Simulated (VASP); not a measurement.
# Ta2F (P2_1/c) in VASP: single point with PBE

Aim: the single point of Ta2F with PBE.

All numbers are computed with VASP 6.6.1; they aren't measurements. Logs are shortened: lines on timing, memory, paths and dates and some standing lists are left out, and cuts for length are marked.

### Step 1. The cell of the first run

The structure is monoclinic, space group P2_1/c (No. 14). Conventional cell: a = 6.774 Å, b = 2.773 Å, c = 5.305 Å, α = 90.00°, β = 101.66°, γ = 90.00°. Ta (site symmetry 1) has 1 F at 2.11 Å and 5 Ta at 2.76 to 2.90 Å within 2.9 Å. Within 2.8 Å of F (site symmetry -1) lie 2 Ta at 2.11 Å and 2 F at 2.77 Å.

The cell was generated, and may not be a known phase.

### Step 2. Single point, PBE

INCAR reads:

```
SYSTEM = Ta2F
ALGO = Normal
EDIFF = 1E-6
ENCUT = 700
GGA = PE
GGA_COMPAT = .False.
ISIF = 2
ISMEAR = 0
LASPH = .True.
LCHARG = .False.
LREAL = .False.
LWAVE = .False.
NBANDS = 42
NELM = 120
PREC = Accurate
SIGMA = 0.1
```

KPOINTS reads:

```
k-points
0
Gamma
  6 10 6
  0 0 0
```

POSCAR reads:

```
Ta2F
1.0
    6.7727507316      0.0000000000      0.1047373297
    0.0000000000      2.7729350360      0.0000000000
   -1.1525852616      0.0000000000      5.1779525522
Ta F
4 2
Direct
    0.6861811113      0.6150372118      0.4187494949
    0.3138188887      0.1150372118      0.0812505051
    0.3138188887      0.3849627882      0.5812505051
    0.6861811113      0.8849627882      0.9187494949
    0.0000000000      0.0000000000      0.0000000000
    0.0000000000      0.5000000000      0.5000000000
```

Potentials or basis: VASP PAW PBE potentials, release 64 (Ta_sv_GW, F).

Command:

```bash
cat potpaw_PBE.64/Ta_sv_GW/POTCAR potpaw_PBE.64/F/POTCAR > POTCAR
mpirun -np 1 vasp_std > vasp.out
```

OUTCAR:

```text
SYSTEM = Ta2F
   EDIFF = 1E-6
   ENCUT = 700
   GGA = PE
   ISIF = 2
   ISMEAR = 0
   LASPH = .True.
   LREAL = .False.
   NELM = 120
   PREC = Accurate

 ion  position               nearest neighbor table
   1  0.686  0.615  0.419-   6 2.11   4 2.76   4 2.76   3 2.90   2 3.11   2 3.11
   2  0.314  0.115  0.081-   5 2.11   3 2.76   3 2.76   4 2.90   1 3.11   1 3.11
   3  0.314  0.385  0.581-   6 2.11   2 2.76   2 2.76   1 2.90   4 3.11   4 3.11
   4  0.686  0.885  0.919-   5 2.11   1 2.76   1 2.76   2 2.90   3 3.11   3 3.11
   5  0.000  0.000  0.000-   2 2.11   4 2.11
   6  0.000  0.500  0.500-   1 2.11   3 2.11

  LATTYP: Found a simple monoclinic cell.
 ALAT       =     5.3046814625
 B/A-ratio  =     0.5227335620
 C/A-ratio  =     1.2769024092
 COS(beta)  =    -0.2021577549

  Lattice vectors:

 A1 = (  -1.1525852616,   0.0000000000,   5.1779525522)
 A2 = (   0.0000000000,  -2.7729350360,   0.0000000000)
 A3 = (   6.7727507316,   0.0000000000,   0.1047373297)

Analysis of symmetry for initial positions (statically):
=====================================================================
 Subroutine PRICEL returns:
 Original cell was already a primitive cell.

 Routine SETGRP: Setting up the symmetry group for a
 simple monoclinic supercell.

 Subroutine GETGRP returns: Found  4 space group operations
 (whereof  2 operations were pure point group operations)
 out of a pool of  4 trial point group operations.

The static configuration has the point symmetry S_2 .
 The point group associated with its full space group is C_2h.

Analysis of symmetry for dynamics (positions and initial velocities):
=====================================================================
 Subroutine PRICEL returns:
 Original cell was already a primitive cell.

 Routine SETGRP: Setting up the symmetry group for a
 simple monoclinic supercell.

 Subroutine GETGRP returns: Found  4 space group operations
 (whereof  2 operations were pure point group operations)
 out of a pool of  4 trial point group operations.

The dynamic configuration has the point symmetry S_2 .
 The point group associated with its full space group is C_2h.

 Subroutine INISYM returns: Found  4 space group operations
 (whereof  2 operations are pure point group operations),
 and found     1 'primitive' translations

----------------------------------------------------------------------------------------

                                     Primitive cell

  volume of cell :      97.5788

  direct lattice vectors                    reciprocal lattice vectors
     6.772750732  0.000000000  0.104737330     0.147143978  0.000000000  0.032753483
     0.000000000  2.772935036  0.000000000     0.000000000  0.360628715  0.000000000
    -1.152585262  0.000000000  5.177952552    -0.002976363  0.000000000  0.192464005

  length of vectors
     6.773560539  2.772935036  5.304681462     0.150745285  0.360628715  0.192487018

  position of ions in fractional coordinates (direct lattice)
     0.686181111  0.615037212  0.418749495
     0.313818889  0.115037212  0.081250505
     0.313818889  0.384962788  0.581250505
     0.686181111  0.884962788  0.918749495
     0.000000000  0.000000000  0.000000000
     1.000000000  0.500000000  0.500000000

  ion indices of the primitive-cell ions
   primitive index   ion index
                 1           1
                 2           2
                 3           3
                 4           4
                 5           5
                 6           6

----------------------------------------------------------------------------------------

 KPOINTS: k-points

Automatic generation of k-mesh.
 Grid dimensions read from file:
 generate k-points for:    6   10    6

 Generating k-lattice:

  Cartesian coordinates                     Fractional coordinates (reciprocal lattice)
     0.024523996  0.000000000  0.005458914     0.166666667  0.000000000  0.000000000
     0.000000000  0.036062872  0.000000000     0.000000000  0.100000000  0.000000000
    -0.000496061  0.000000000  0.032077334    -0.000000000  0.000000000  0.166666667

  Length of vectors
     0.025124214  0.036062872  0.032081170

  Shift w.r.t. Gamma in fractional coordinates (k-lattice)
     0.000000000  0.000000000  0.000000000

 Subroutine IBZKPT returns following result:
 ===========================================

 Found    120 irreducible k-points:

 Following reciprocal coordinates:
            Coordinates               Weight
  0.000000  0.000000  0.000000      1.000000
  0.166667  0.000000 -0.000000      2.000000
  0.333333  0.000000 -0.000000      2.000000
  0.500000  0.000000 -0.000000      1.000000
  0.000000  0.100000  0.000000      2.000000
  0.166667  0.100000 -0.000000      4.000000
[... 16 lines left out ...]
  0.333333  0.500000 -0.000000      2.000000
  0.500000  0.500000 -0.000000      1.000000
 [... further k-points ...]
   k-points           NKPTS =    120   k-points in BZ     NKDIM =    120   number of bands    NBANDS=     42
   number of dos      NEDOS =    301   number of ions     NIONS =      6
   total plane-waves  NPLWV =  69120
   dimension x,y,z NGX =    60 NGY =   24 NGZ =   48
   dimension x,y,z NGXF=   120 NGYF=   48 NGZF=   96
   ions per type =               4   2
   NGX,Y,Z   is equivalent  to a cutoff of  14.73, 14.39, 15.04 a.u.
   NGXF,Y,Z  is equivalent  to a cutoff of  29.45, 28.78, 30.09 a.u.
 SYSTEM =  Ta2F
   PREC   = accura    normal or accurate (medium, high low for compatibility)
   ISTART =      0    job   : 0-new  1-cont  2-samecut
   ICHARG =      2    charge: 1-file 2-atom 10-const
   ISPIN  =      1    spin polarized calculation?
   LNONCOLLINEAR =      F non collinear calculations
   LSORBIT =      F    spin-orbit coupling
   LASPH  =      T    aspherical Exc in radial PAW
   ENCUT  =  700.0 eV  51.45 Ry    7.17 a.u.  14.61  5.98 11.44*2*pi/ulx,y,z
   NELM   =    120;   NELMIN=  2; NELMDL= -5     # of ELM steps
   EDIFF  = 0.1E-05   stopping-criterion for ELM
   LREAL  =      F    real-space projection
   EDIFFG = 0.1E-04   stopping-criterion for IOM
   NSW    =      0    number of steps for IOM
   IBRION =     -1    ionic relax: 0-MD 1-quasi-New 2-CG
   NFREE  =      0    steps in history (QN), initial steepest desc. (CG)
   ISIF   =      2    stress and relaxation
   ISYM   =      2    0-nonsym 1-usesym 2-fastsym
   POTIM  = 0.5000    time-step for ionic-motion
   TEBEG  =    0.0;   TEEND  =   0.0 temperature during run
   PSTRESS=    0.0 pullay stress
   NELECT =      66.0000    total number of electrons
   NUPDOWN=      -1.0000    fix difference up-down
   EMIN   =  10.00;   EMAX   =-10.00  energy-range for DOS
   EFERMI =   0.00;   METHOD = LEGACY
   ISMEAR =     0;   SIGMA  =   0.10  broadening in eV -4-tet -1-fermi 0-gaus
   EFERMI_NEDOS =   21; number of points for ismear=-14 and -15
   IALGO  =     38    algorithm
   IMIX   =      4    mixing-type and parameters
     AMIX     =   0.40;   BMIX     =  1.00
     AMIX_MAG =   1.60;   BMIX_MAG =  1.00
  volume/ion in A,a.u.               =      16.26       109.75
  Fermi-wavevector in a.u.,A,eV,Ry     =   1.437047  2.715626 28.097457  2.065105
  Thomas-Fermi vector in A             =   2.556168
   LORBIT       =      0    0 simple, 1 ext, 2 COOP (PROOUT), +10 PAW based schemes
   GGA     = PE    functional components
   LHFCALC =     F    Hartree Fock is set to
   AEXX    =    0.0000 exact exchange contribution
   IVDW    =     0    specifies the selected vdW correction
   LEPSILON=     F    determine dielectric tensor
   LRPA    =     F    only Hartree local field effects (RPA)
 non-spin polarized calculation
 Gauss-broadening in eV      SIGMA  =   0.10
  energy-cutoff  :      700.00
  volume of cell :       97.58
 maximum number of plane-waves:      4144
 NGX is ok and might be reduce to    60
   NGX = 29   NGY = 11   NGZ = 23

 number of electron      66.0000004 magnetization

 Free energy of the ion-electron system (eV)
  ---------------------------------------------------
  ext. energy  EPLUGINS =         0.00000000
  ---------------------------------------------------
  free energy    TOTEN  =       -65.43420810 eV

  energy without entropy =      -65.41696939  energy(sigma->0) =      -65.42558874

 E-fermi :   8.5669     XC(G=0): -11.9197

 val. band max:        8.5571430506   @ k =  -0.0000   0.3000   0.3333
 cond. band min:       8.5740741119   @ k =   0.0000   0.3000   0.1667
 fundamental gap:      0.0169310613
 Fermi energy:         8.5668924970

 k-point     1 :       0.0000    0.0000    0.0000
  band No.  band energies     occupation
      1     -59.3596      2.00000
      2     -59.3207      2.00000
      3     -59.2586      2.00000
      4     -59.2530      2.00000
      5     -26.3381      2.00000
      6     -26.3232      2.00000
[... 34 lines left out ...]
     41      12.1798      0.00000
     42      12.4722      0.00000

 k-point     2 :       0.1667    0.0000   -0.0000
  band No.  band energies     occupation
      1     -59.3595      2.00000
      2     -59.3207      2.00000
      3     -59.2586      2.00000
      4     -59.2530      2.00000
      5     -26.3377      2.00000
      6     -26.3237      2.00000
[... 34 lines left out ...]
     41      12.2100      0.00000
     42      12.3922      0.00000

 k-point     3 :       0.3333    0.0000   -0.0000
  band No.  band energies     occupation
      1     -59.3594      2.00000
      2     -59.3208      2.00000
      3     -59.2585      2.00000
      4     -59.2532      2.00000
      5     -26.3359      2.00000
      6     -26.3257      2.00000
[... 897 lines left out ...]
      4     -59.1883      2.00000
      5     -26.2957      2.00000
      6     -26.2957      2.00000
[... 34 lines left out ...]
     41      13.5031      0.00000
     42      13.5031      0.00000

 k-point    24 :       0.5000    0.5000   -0.0000
  band No.  band energies     occupation
      1     -59.2627      2.00000
      2     -59.2627      2.00000
      3     -59.1883      2.00000
      4     -59.1883      2.00000
      5     -26.2970      2.00000
      6     -26.2970      2.00000
[... 34 lines left out ...]
     41      13.8477      0.00000
     42      13.8733      0.00000

 [... further k-points ...]

------------------------ aborting loop because EDIFF is reached ----------------------------------------

  FORCE on cell =-STRESS in cart. coord.  units (eV):
  Direction    XX          YY          ZZ          XY          YZ          ZX
  --------------------------------------------------------------------------------------
  -------------------------------------------------------------------------------------
  Total       -0.1499010     -0.2938198     -0.2839713      0.0000000      0.0000000      0.0465520
  in kB       -2.4612741     -4.8243236     -4.6626170      0.0000000      0.0000000      0.7643518
  external PRESSURE =      -3.9827382 kB  Pullay stress =       0.0000000 kB

 VOLUME and BASIS-vectors are now :
 -----------------------------------------------------------------------------
  energy-cutoff  :      700.00
  volume of cell :       97.58
      direct lattice vectors                 reciprocal lattice vectors
     6.772750732  0.000000000  0.104737330     0.147143978  0.000000000  0.032753483
     0.000000000  2.772935036  0.000000000     0.000000000  0.360628715  0.000000000
    -1.152585262  0.000000000  5.177952552    -0.002976363  0.000000000  0.192464005

 POSITION                                       TOTAL-FORCE (eV/Angst)
 -----------------------------------------------------------------------------------
      4.16469      1.70546      2.24013        -0.022404      0.004555     -0.002223
      2.03177      0.31899      0.45358         0.022404      0.004555      0.002223
      1.45548      1.06748      3.04256         0.022404     -0.004555      0.002223
      3.58840      2.45394      4.82911        -0.022404     -0.004555     -0.002223
      0.00000      0.00000      0.00000         0.000000      0.000000      0.000000
     -0.57629      1.38647      2.58898         0.000000      0.000000      0.000000
 -----------------------------------------------------------------------------------
    total drift:                                0.000000      0.000000      0.000000

  FREE ENERGIE OF THE ION-ELECTRON SYSTEM (eV)
  ---------------------------------------------------
  free  energy   TOTEN  =       -65.4342080955 eV

  energy  without entropy=      -65.4169693874  energy(sigma->0) =      -65.42558874
```

Wall time 4.1 min (1 thread of Intel Xeon 6975P-C (Granite Rapids), shared host); peak memory 0.67 GiB.

What came out:

| Item | Value |
| --- | --- |
| Free energy | -65.4342 eV |
| Pressure | -0.4 GPa |
| Largest force | 0.023 eV/Å |
| Band gap on the k mesh | zero (bands 33 and 34 overlap by 2.32 eV) |

Forces in eV/Å, atoms in the order of the input:
```
Ta  -0.022  0.005 -0.002
Ta   0.022  0.005  0.002
Ta   0.022 -0.005  0.002
Ta  -0.022 -0.005 -0.002
F    0.000  0.000  0.000
F    0.000  0.000  0.000
```

Levels at points of the mesh, in eV from the Fermi level:
```csv
k point,band 31,band 32,band 33,band 34,band 35,band 36
"(0.00, 0.00, 0.00)",-1.18,-1.11,-0.47,0.97,1.83,2.39
"(0.50, 0.00, 0.00)",-1.65,-1.01,-0.04,1.00,1.79,1.82
"(0.00, 0.50, 0.00)",-0.90,-0.90,0.31,0.31,0.53,0.53
"(0.50, 0.50, 0.00)",-1.12,-1.12,0.43,0.43,0.78,0.78
"(0.00, 0.00, 0.50)",-1.27,-1.27,-0.32,-0.32,-0.07,-0.07
"(0.50, 0.00, 0.50)",-1.21,-1.21,-0.56,-0.56,0.05,0.05
"(0.00, 0.50, 0.50)",-1.15,-1.15,0.99,0.99,2.07,2.07
"(0.50, 0.50, 0.50)",-0.46,-0.46,1.65,1.65,1.73,1.73
```

Caveat: spin-orbit coupling is left out, which moves the levels of the heavy elements.
